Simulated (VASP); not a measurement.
Write the native input for VASP 6.6.1 that does the following.

```yaml
Task: single point
Functional: PBEsol
Potentials_or_basis: VASP PAW PBE potentials, release 64 (Mn_pv, F)
Cutoff: 520 eV
k_mesh: 6 × 6 × 8
Occupations: fermi-dirac, width 0.05 eV
Spin: collinear spin, ferromagnetic start
Starting_moments: "[4.0, 4.0, 0.0, 0.0, 0.0, 0.0] μB"
Dipole_correction: no
Further_INCAR_settings: ALGO = Normal; EDIFF = 1e-07; NBANDS = 40
```

The structure of MnF2 lies in POSCAR:

```
MnF2
1.0
    4.8738000000      0.0000000000      0.0000000000
    0.0000000000      4.8738000000      0.0000000000
    0.0000000000      0.0000000000      3.3107000000
Mn F
2 4
Direct
    0.5000000000      0.5000000000      0.5000000000
    0.0000000000      0.0000000000      0.0000000000
    0.8053000000      0.1947000000      0.5000000000
    0.6947000000      0.6947000000      0.0000000000
    0.1947000000      0.8053000000      0.5000000000
    0.3053000000      0.3053000000      0.0000000000
```

One way to write it, as run:

INCAR

```
PREC = Accurate
ENCUT = 520
EDIFF = 1E-7
ISMEAR = -1
SIGMA = 0.05
LREAL = False
LASPH = True
NELM = 150
ALGO = Normal
ISIF = 2
LWAVE = False
LCHARG = False
ISPIN = 2
MAGMOM = 4 4 0 0 0 0
LORBIT = 11
LMAXMIX = 4
GGA = PS
NBANDS = 40
```

KPOINTS

```
Automatic mesh
0
Gamma
  6 6 8
```

Potentials or basis: VASP PAW PBE potentials, release 64 (Mn_pv, F).

Run with:

```sh
$ cat potpaw_PBE.64/Mn_pv/POTCAR potpaw_PBE.64/F/POTCAR > POTCAR
$ mpirun -np 1 vasp_std > vasp.out
```

It gave:

- Pressure: -0.6 GPa
- Band gap on the k mesh: 0.94 eV, direct
- Net moment: 10.00 μB per cell
- Site moments: Mn +4.58; F +0.09 μB
- Valence electrons inside the program's atomic spheres: Mn 11.26; F 6.08

Caveat: the PAW data sets were made with another functional, which shifts forces and pressure a little; only a ferromagnetic start was run, and an antiferromagnetic order may lie lower in energy.

Run time: 7.7 min on 1 thread of Intel Xeon 8259CL (shared host), peak memory 0.35 GiB.
